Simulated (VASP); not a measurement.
Wanted: the native input for a VASP 6.6.1 run.

```yaml
Task: single point
Functional: PBE
Potentials_or_basis: VASP PAW PBE potentials, release 64 (Zn, S)
Cutoff: 520 eV
k_mesh: 12 × 12 × 4
Occupations: gaussian, width 0.02 eV
Spin: no spin polarisation
Dipole_correction: no
Further_INCAR_settings: ALGO = Normal; EDIFF = 1e-07; NBANDS = 26
```

The structure of ZnS lies in POSCAR:

```
ZnS
1.0
    3.7287449225      0.0000000000      0.0000000000
   -1.8643724613      3.2291878271      0.0000000000
    0.0000000000      0.0000000000      6.1155037616
Zn S
2 2
Direct
    0.3333333333      0.6666666667      0.0004254573
    0.6666666667      0.3333333333      0.5004254573
    0.3333333333      0.6666666667      0.3745745427
    0.6666666667      0.3333333333      0.8745745427
```

This cell differs from its parent crystal: equal strain along all axes, cell held: -3.0 %, then relaxed in part.

These files were run (other wordings do the same):

INCAR

```
ALGO = Normal
EDIFF = 1E-7
ENCUT = 520
GGA = PE
ISIF = 2
ISMEAR = 0
LASPH = T
LCHARG = F
LREAL = F
LWAVE = F
NBANDS = 26
NELM = 80
PREC = Accurate
SIGMA = 0.02
```

KPOINTS

```
k-points
0
Gamma
  12 12 4
```

Potentials or basis: VASP PAW PBE potentials, release 64 (Zn, S).

The run is started by

```sh
$ cat potpaw_PBE.64/Zn/POTCAR potpaw_PBE.64/S/POTCAR > POTCAR
$ mpirun -np 1 vasp_std > vasp.out
```

Results of the run:

The pressure is 8.0 GPa and the largest force is 0.007 eV/Å. The band gap on the k mesh is 2.50 eV, direct.

Caveat: the cell differs from its parent crystal (equal strain along all axes, cell held: -3.0 %, then relaxed in part).

Run time: 61 s on 1 thread of Intel(R) Xeon(R) Platinum 8559C (Emerald Rapids), on a shared host, peak memory 0.23 GiB.
